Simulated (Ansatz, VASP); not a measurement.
CaO in VASP and in Ansatz

```
Ca O
1.0
     0.00000    2.41500    2.41500
     2.41500    0.00000    2.41500
     2.41500    2.41500    0.00000
Ca O
1 1
Cartesian
  0.0000 0.0000 0.0000
  2.4150 2.4150 2.4150
```

Alike in both runs: task single point; functional PBE; k mesh 6 × 6 × 6; occupations fermi-dirac, width 0.02 eV; no spin polarisation.

|  | VASP | Ansatz |
| --- | --- | --- |
| version | VASP 6.6.1 | Ansatz 0.2.0 development build |
| potentials or method | VASP PAW PBE potentials, release 64 (Ca_sv, O) | plane waves, PAW datasets (generated hard set |
| plane-wave cutoff (eV) | 520 | 700 |
| valence electrons in the cell | 16 | 16 |

VASP gave:

```
gap on the k mesh at the Fermi level (eV) : 3.64
```

Question: What did Ansatz give for the same quantities?

Answer: gap on the k mesh at the Fermi level (eV): 3.65.

The functional is the same, so the differences come from potentials, cutoffs and numerics.
